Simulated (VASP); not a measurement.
# Mg33S32 (a cell with a defect) in VASP: single point with PBEsol

Aim: the single point of Mg33S32 (a cell with a defect) with PBEsol.

All numbers are computed with VASP 6.6.1; they aren't measurements. Logs are shortened: lines on timing, memory, paths and dates and some standing lists are left out, and cuts for length are marked.

### Step 1. The cell of the first run

The cell holds a defect, 65 atoms: a = 10.364 Å, b = 10.364 Å, c = 10.364 Å, α = 90.00°, β = 90.00°, γ = 90.00°.

### Step 2. Single point, PBEsol

File INCAR:

```
PREC = Accurate
ENCUT = 520
EDIFF = 1E-6
ISMEAR = -1
SIGMA = 0.05
LREAL = Auto
LASPH = True
NELM = 80
ALGO = Normal
ISIF = 2
LWAVE = False
LCHARG = True
GGA = PS
LELF = True
LVHAR = True
NBANDS = 167
ISYM = 0
```

File KPOINTS:

```
Automatic mesh
0
Gamma
  1 1 1
  0.25 0.25 0.25
```

File POSCAR:

```
Mg33S32
1.0
   10.3639610000      0.0000000000      0.0000000000
    0.0000000000     10.3639610000      0.0000000000
    0.0000000000      0.0000000000     10.3639610000
S Mg
32 33
Direct
    0.2498490000      0.0020380000      0.0016740000
    0.2478310000      0.9937490000      0.4993910000
    0.2479220000      0.4998320000      0.9930460000
    0.2342850000      0.5040340000      0.5034560000
    0.7505650000      0.9999100000      0.9994940000
    0.7503640000      0.0004550000      0.4993110000
    0.7505830000      0.4996470000      0.9999530000
    0.7596200000      0.4990580000      0.4987180000
    0.0020750000      0.2498750000      0.0015740000
    0.9939190000      0.2477630000      0.4994870000
    0.0000210000      0.7504630000      0.9995510000
    0.0002600000      0.7505310000      0.4992410000
    0.5000410000      0.2477280000      0.9934760000
    0.5034810000      0.2347880000      0.5029590000
    0.4997950000      0.7504740000      0.9997930000
    0.4992810000      0.7593610000      0.4987180000
    0.0022120000      0.0020150000      0.2493440000
    0.9999540000      0.9999260000      0.7500640000
    0.9935240000      0.4998480000      0.2474870000
    0.0003720000      0.4996540000      0.7501840000
    0.5000110000      0.9938400000      0.2473630000
    0.4998230000      0.0003800000      0.7499320000
    0.5037860000      0.5038880000      0.2339920000
    0.4992550000      0.4989960000      0.7591630000
    0.2553650000      0.2557410000      0.2548090000
    0.2492880000      0.2490060000      0.7531170000
    0.2490740000      0.7533970000      0.2486160000
    0.2498500000      0.7504150000      0.7498890000
    0.7536400000      0.2491070000      0.2488440000
    0.7503560000      0.2498510000      0.7498890000
    0.7502740000      0.7504100000      0.2493510000
    0.7481800000      0.7480980000      0.7476150000
    0.9998070000      0.9997550000      0.9992930000
    0.9968240000      0.9968890000      0.4999370000
    0.9968540000      0.5004160000      0.9964190000
    0.9971530000      0.5003450000      0.5000500000
    0.5004430000      0.9968770000      0.9963860000
    0.5003470000      0.9971280000      0.4998710000
    0.5004960000      0.5002990000      0.9967240000
    0.5353240000      0.5346910000      0.5347840000
    0.2503320000      0.2501290000      0.9998190000
    0.2270940000      0.2266400000      0.5183330000
    0.2497690000      0.7530950000      0.9972640000
    0.2486480000      0.7489490000      0.5000220000
    0.7530670000      0.2496400000      0.9974760000
    0.7489840000      0.2485330000      0.5001420000
    0.7502360000      0.7501340000      0.9987910000
    0.7552730000      0.7553550000      0.4980000000
    0.2503370000      0.0002940000      0.2497770000
    0.2497260000      0.9977520000      0.7526450000
    0.2262970000      0.5186630000      0.2257090000
    0.2486400000      0.5005040000      0.7483260000
    0.7531700000      0.9978220000      0.2492260000
    0.7502480000      0.9992360000      0.7497750000
    0.7487900000      0.5005340000      0.2481500000
    0.7554960000      0.4985170000      0.7550430000
    0.0003660000      0.2501310000      0.2498170000
    0.9979330000      0.2496660000      0.7525590000
    0.9977290000      0.7530700000      0.2492480000
    0.9993410000      0.7501380000      0.7497360000
    0.5188130000      0.2268640000      0.2267270000
    0.5006020000      0.2484800000      0.7485240000
    0.5004730000      0.7489800000      0.2481220000
    0.4985040000      0.7552390000      0.7547180000
    0.3908030000      0.3919750000      0.3906350000
```

Potentials or basis: VASP PAW PBE potentials, release 64 (S, Mg).

Launch:

```
cat potpaw_PBE.64/S/POTCAR potpaw_PBE.64/Mg/POTCAR > POTCAR
mpirun -np 1 vasp_std > vasp.out
```

OUTCAR:

```text
PREC = Accurate
   ENCUT = 520
   EDIFF = 1E-6
   ISMEAR = -1
   LREAL = Auto
   LASPH = True
   NELM = 80
   ISIF = 2
   GGA = PS
   ISYM = 0

 ion  position               nearest neighbor table
   1  0.250  0.002  0.002-  41 2.57  49 2.57  43 2.58  50 2.58  33 2.59  37 2.60
   2  0.248  0.994  0.499-  42 2.43  44 2.54  49 2.59  34 2.60  38 2.62  50 2.63
   3  0.248  0.500  0.993-  51 2.43  52 2.54  41 2.59  35 2.60  39 2.62  43 2.63
   4  0.234  0.504  0.503-  65 2.31  36 2.46  52 2.54  44 2.54  42 2.88  51 2.88  40 3.15
   5  0.751  1.000  0.999-  33 2.58  54 2.59  45 2.59  53 2.59  47 2.59  37 2.59
   6  0.750  0.000  0.499-  48 2.54  34 2.55  46 2.57  38 2.59  53 2.59  54 2.60
   7  0.751  0.500  1.000-  56 2.54  35 2.55  55 2.57  45 2.59  39 2.59  47 2.60
   8  0.760  0.499  0.499-  40 2.38  36 2.46  46 2.60  55 2.60  48 2.66  56 2.66
   9  0.002  0.250  0.002-  57 2.57  41 2.57  45 2.58  58 2.58  33 2.59  35 2.60
  10  0.994  0.248  0.499-  42 2.43  46 2.54  57 2.59  34 2.60  36 2.62  58 2.62
  11  0.000  0.750  1.000-  33 2.58  59 2.59  43 2.59  47 2.59  60 2.59  35 2.59
  12  0.000  0.751  0.499-  48 2.54  34 2.55  44 2.57  59 2.59  36 2.59  60 2.60
  13  0.500  0.248  0.993-  61 2.43  62 2.54  41 2.59  37 2.60  39 2.62  45 2.62
  14  0.503  0.235  0.503-  65 2.32  38 2.46  46 2.55  62 2.55  61 2.87  42 2.87  40 3.14
  15  0.500  0.750  1.000-  64 2.54  37 2.55  63 2.57  43 2.59  39 2.59  47 2.60
  16  0.499  0.759  0.499-  40 2.39  38 2.46  63 2.60  44 2.60  48 2.65  64 2.65
  17  0.002  0.002  0.249-  57 2.57  49 2.57  59 2.58  53 2.58  33 2.59  34 2.60
  18  1.000  1.000  0.750-  33 2.58  54 2.59  58 2.59  60 2.59  50 2.59  34 2.59
  19  0.994  0.500  0.247-  51 2.43  55 2.54  57 2.59  35 2.60  36 2.62  59 2.62
  20  0.000  0.500  0.750-  56 2.54  35 2.55  52 2.57  58 2.59  36 2.59  60 2.60
  21  0.500  0.994  0.247-  61 2.43  63 2.54  49 2.59  37 2.60  38 2.62  53 2.62
  22  0.500  0.000  0.750-  64 2.54  37 2.55  62 2.57  38 2.59  50 2.59  54 2.60
  23  0.504  0.504  0.234-  65 2.31  39 2.46  55 2.54  63 2.54  61 2.88  51 2.88  40 3.15
  24  0.499  0.499  0.759-  40 2.38  39 2.46  62 2.60  52 2.60  56 2.66  64 2.66
  25  0.255  0.256  0.255-  65 2.44  41 2.64  57 2.64  49 2.65  51 2.76  61 2.76  42 2.76
  26  0.249  0.249  0.753-  42 2.46  41 2.56  50 2.60  58 2.61  62 2.61  52 2.61
  27  0.249  0.753  0.249-  51 2.46  49 2.56  59 2.60  43 2.61  63 2.61  44 2.61
  28  0.250  0.750  0.750-  50 2.56  43 2.56  64 2.58  44 2.59  52 2.59  60 2.60
  29  0.754  0.249  0.249-  61 2.46  57 2.56  53 2.60  46 2.60  45 2.61  55 2.61
  30  0.750  0.250  0.750-  58 2.57  45 2.57  56 2.58  46 2.59  62 2.59  54 2.60
  31  0.750  0.750  0.249-  53 2.56  59 2.56  48 2.58  63 2.59  55 2.59  47 2.60
  32  0.748  0.748  0.748-  56 2.59  48 2.59  64 2.59  54 2.60  60 2.60  47 2.60
  33  1.000  1.000  0.999-  18 2.58   5 2.58  11 2.58   1 2.59  17 2.59   9 2.59  50 3.64  53 3.64
                            43 3.64  45 3.64  59 3.64  58 3.64  54 3.66
  34  0.997  0.997  0.500-  12 2.55   6 2.55  18 2.59  17 2.60  10 2.60   2 2.60  42 3.38  48 3.54
                            53 3.62  59 3.62  54 3.64  60 3.64
  35  0.997  0.500  0.996-  20 2.55   7 2.55  11 2.59   9 2.60  19 2.60   3 2.60  51 3.37  56 3.54
                            45 3.62  58 3.63  47 3.64  60 3.64
  36  0.997  0.500  0.500-   4 2.46   8 2.46  20 2.59  12 2.59  19 2.62  10 2.62  56 3.64  48 3.64
[... 55 lines left out ...]
  64  0.499  0.755  0.755-  15 2.54  22 2.54  28 2.58  32 2.59  16 2.65  24 2.66  40 3.25  37 3.54
                            43 3.60  50 3.60  54 3.63  47 3.63  38 3.64  39 3.64
  65  0.391  0.392  0.391-   4 2.31  23 2.31  14 2.32  25 2.44  40 2.58  51 2.75  42 2.75  61 2.75

IMPORTANT INFORMATION: All symmetrisations will be switched off!
NOSYMM: (Re-)initialisation of all symmetry stuff for point group C_1.

----------------------------------------------------------------------------------------

                                     Primitive cell

  volume of cell :    1113.2105

  direct lattice vectors                    reciprocal lattice vectors
    10.363961000  0.000000000  0.000000000     0.096488206  0.000000000  0.000000000
     0.000000000 10.363961000  0.000000000     0.000000000  0.096488206  0.000000000
     0.000000000  0.000000000 10.363961000     0.000000000  0.000000000  0.096488206

  length of vectors
    10.363961000 10.363961000 10.363961000     0.096488206  0.096488206  0.096488206

  position of ions in fractional coordinates (direct lattice)
     0.249849000  0.002038000  0.001674000
     0.247831000  0.993749000  0.499391000
     0.247922000  0.499832000  0.993046000
     0.234285000  0.504034000  0.503456000
     0.750565000  0.999910000  0.999494000
[... 152 lines left out ...]

 Found      4 irreducible k-points:

 Following reciprocal coordinates:
            Coordinates               Weight
  0.250000  0.250000  0.250000      2.000000
 -0.250000  0.250000  0.250000      2.000000
 -0.250000 -0.250000  0.250000      2.000000
  0.250000 -0.250000  0.250000      2.000000
   k-points           NKPTS =      4   k-points in BZ     NKDIM =      4   number of bands    NBANDS=    167
   number of dos      NEDOS =    301   number of ions     NIONS =     65
   total plane-waves  NPLWV = 512000
   dimension x,y,z NGX =    80 NGY =   80 NGZ =   80
   dimension x,y,z NGXF=   160 NGYF=  160 NGZF=  160
   ions per type =              32  33
   NGX,Y,Z   is equivalent  to a cutoff of  12.83, 12.83, 12.83 a.u.
   NGXF,Y,Z  is equivalent  to a cutoff of  25.67, 25.67, 25.67 a.u.
 SYSTEM =  unknown system
   PREC   = accura    normal or accurate (medium, high low for compatibility)
   ISTART =      0    job   : 0-new  1-cont  2-samecut
   ICHARG =      2    charge: 1-file 2-atom 10-const
   ISPIN  =      1    spin polarized calculation?
   LNONCOLLINEAR =      F non collinear calculations
   LSORBIT =      F    spin-orbit coupling
   LASPH  =      T    aspherical Exc in radial PAW
   ENCUT  =  520.0 eV  38.22 Ry    6.18 a.u.  19.27 19.27 19.27*2*pi/ulx,y,z
   NELM   =     80;   NELMIN=  2; NELMDL= -5     # of ELM steps
   EDIFF  = 0.1E-05   stopping-criterion for ELM
   LREAL  =      T    real-space projection
   EDIFFG = 0.1E-04   stopping-criterion for IOM
   NSW    =      0    number of steps for IOM
   IBRION =     -1    ionic relax: 0-MD 1-quasi-New 2-CG
   NFREE  =      0    steps in history (QN), initial steepest desc. (CG)
   ISIF   =      2    stress and relaxation
   ISYM   =      0    0-nonsym 1-usesym 2-fastsym
   POTIM  = 0.5000    time-step for ionic-motion
   TEBEG  =    0.0;   TEEND  =   0.0 temperature during run
   PSTRESS=    0.0 pullay stress
   NELECT =     258.0000    total number of electrons
   NUPDOWN=      -1.0000    fix difference up-down
   EMIN   =  10.00;   EMAX   =-10.00  energy-range for DOS
   EFERMI =   0.00;   METHOD = LEGACY
   ISMEAR =    -1;   SIGMA  =   0.05  broadening in eV -4-tet -1-fermi 0-gaus
   EFERMI_NEDOS =   21; number of points for ismear=-14 and -15
   IALGO  =     38    algorithm
   IMIX   =      4    mixing-type and parameters
     AMIX     =   0.40;   BMIX     =  1.00
     AMIX_MAG =   1.60;   BMIX_MAG =  1.00
  volume/ion in A,a.u.               =      17.13       115.57
  Fermi-wavevector in a.u.,A,eV,Ry     =   1.005593  1.900295 13.758450  1.011218
  Thomas-Fermi vector in A             =   2.138282
   LORBIT       =      0    0 simple, 1 ext, 2 COOP (PROOUT), +10 PAW based schemes
   GGA     = PS    functional components
   LHFCALC =     F    Hartree Fock is set to
   AEXX    =    0.0000 exact exchange contribution
   IVDW    =     0    specifies the selected vdW correction
   LEPSILON=     F    determine dielectric tensor
   LRPA    =     F    only Hartree local field effects (RPA)
 non-spin polarized calculation
  energy-cutoff  :      520.00
  volume of cell :     1113.21
 maximum number of plane-waves:     30028
 NGX is ok and might be reduce to    80
   NGX = 39   NGY = 39   NGZ = 39

 number of electron     257.9999997 magnetization

 Free energy of the ion-electron system (eV)
  ---------------------------------------------------
  ext. energy  EPLUGINS =         0.00000000
  ---------------------------------------------------
  free energy    TOTEN  =      -287.03173291 eV

  energy without entropy =     -286.88063396  energy(sigma->0) =     -286.95618343

 E-fermi :   6.9291     XC(G=0):  -9.9406

 val. band max:        6.8957426954   @ k =   0.2500   0.2500   0.2500
 cond. band min:       6.9969768919   @ k =   0.2500  -0.2500   0.2500
 fundamental gap:      0.1012341964
 Fermi energy:         6.9290593807

 k-point     1 :       0.2500    0.2500    0.2500
  band No.  band energies     occupation
      1      -8.8066      2.00000
      2      -8.4289      2.00000
      3      -8.4285      2.00000
      4      -8.4060      2.00000
      5      -8.1097      2.00000
      6      -8.0924      2.00000
[... 565 lines left out ...]
    140       8.4964      0.00000
    141       8.5472      0.00000
 [bands above 141 left out]

------------------------ aborting loop because EDIFF is reached ----------------------------------------

  FORCE on cell =-STRESS in cart. coord.  units (eV):
  Direction    XX          YY          ZZ          XY          YZ          ZX
  --------------------------------------------------------------------------------------
  -------------------------------------------------------------------------------------
  Total       17.1601571     16.9864673     17.1362004     -0.0907945     -0.0850864     -0.1167423
  in kB       24.6975875     24.4476061     24.6631080     -0.1306752     -0.1224598     -0.1680202
  external PRESSURE =      24.6027672 kB  Pullay stress =       0.0000000 kB

 VOLUME and BASIS-vectors are now :
 -----------------------------------------------------------------------------
  energy-cutoff  :      520.00
  volume of cell :     1113.21
      direct lattice vectors                 reciprocal lattice vectors
    10.363961000  0.000000000  0.000000000     0.096488206  0.000000000  0.000000000
     0.000000000 10.363961000  0.000000000     0.000000000  0.096488206  0.000000000
     0.000000000  0.000000000 10.363961000     0.000000000  0.000000000  0.096488206

 POSITION                                       TOTAL-FORCE (eV/Angst)
 -----------------------------------------------------------------------------------
      2.58943      0.02112      0.01735         0.004516     -0.004984     -0.009954
      2.56851     10.29918      5.17567         0.011060     -0.021473      0.018403
      2.56945      5.18024     10.29189         0.005841      0.019990     -0.015670
      2.42812      5.22379      5.21780         0.040531     -0.014511     -0.004088
      7.77883     10.36303     10.35872         0.000177      0.001500      0.000022
      7.77674      0.00472      5.17484         0.014882     -0.009705     -0.006332
[... 57 lines left out ...]
      5.16648      7.82727      7.82187         0.013686     -0.002070     -0.000224
      4.05027      4.06241      4.04853        -0.073729     -0.110382     -0.080184
 -----------------------------------------------------------------------------------
    total drift:                                0.010982      0.017227      0.001876

  FREE ENERGIE OF THE ION-ELECTRON SYSTEM (eV)
  ---------------------------------------------------
  free  energy   TOTEN  =      -287.0317329059 eV

  energy  without entropy=     -286.8806339628  energy(sigma->0) =     -286.95618343
```

Run time: 50 min. Hardware: 1 thread of Oxide Virtual Turin-like, shared host; peak memory 1.2 GiB.

What came out:

```yaml
Free_energy: -287.0317 eV
Pressure: 2.5 GPa
Largest_force: 0.155 eV/Å
Band_gap_on_the_k_mesh: 0.10 eV
```

Forces on the atoms (eV/Å):
```
S    0.005 -0.005 -0.010
S    0.011 -0.021  0.018
S    0.006  0.020 -0.016
S    0.041 -0.015 -0.004
S    0.000  0.002  0.000
S    0.015 -0.010 -0.006
S    0.006  0.000 -0.007
S   -0.039  0.015  0.014
S   -0.004 -0.002 -0.004
S   -0.011  0.010  0.020
S    0.001  0.000 -0.004
S   -0.004  0.010 -0.001
S    0.014  0.010 -0.011
S   -0.012  0.047 -0.010
S   -0.005  0.012 -0.008
S    0.008 -0.043  0.013
S   -0.012 -0.004  0.005
S    0.005  0.002 -0.004
S   -0.010  0.020  0.003
S   -0.002 -0.001  0.001
S    0.010 -0.022  0.008
S   -0.007 -0.008  0.010
S   -0.005 -0.013  0.039
S    0.009  0.017 -0.043
S   -0.026 -0.037 -0.023
S   -0.003  0.004 -0.005
S    0.005  0.001  0.001
S    0.011 -0.011 -0.012
S   -0.004  0.000 -0.005
S   -0.008  0.009 -0.010
S   -0.006 -0.009  0.009
S    0.021  0.021  0.024
Mg   0.001  0.004  0.003
Mg   0.002  0.001 -0.001
Mg   0.003 -0.006  0.004
Mg  -0.004 -0.007 -0.009
Mg  -0.001  0.001  0.003
Mg  -0.006  0.004 -0.005
Mg  -0.008 -0.006  0.000
Mg   0.080  0.094  0.083
Mg  -0.004  0.001  0.013
Mg  -0.003  0.007 -0.011
Mg  -0.002 -0.002  0.004
Mg  -0.005  0.013 -0.005
Mg   0.002 -0.004 -0.001
Mg   0.010 -0.001 -0.003
Mg   0.000  0.003 -0.007
Mg  -0.004 -0.006  0.013
Mg  -0.003  0.010 -0.002
Mg  -0.002  0.003 -0.001
Mg   0.006 -0.004  0.011
Mg  -0.003 -0.005  0.016
Mg  -0.001  0.001 -0.002
Mg   0.001 -0.006  0.002
Mg   0.015 -0.004 -0.001
Mg  -0.009  0.010 -0.009
Mg   0.010  0.001 -0.003
Mg  -0.002 -0.004  0.002
Mg   0.003 -0.002 -0.001
Mg  -0.010  0.002  0.001
Mg  -0.012  0.005 -0.002
Mg  -0.002 -0.002  0.010
Mg  -0.004  0.011 -0.004
Mg   0.014 -0.002  0.000
Mg  -0.074 -0.110 -0.080
```

Levels at points of the mesh, in eV from the valence-band top:
```
           k point  band 127  band 128  band 129  band 130  band 131  band 132
(0.25, 0.25, 0.25)     -3.18     -3.17      0.00      0.10      0.11      0.92
```

Caveat: the PAW data sets were made with another functional, which shifts forces and pressure a little.
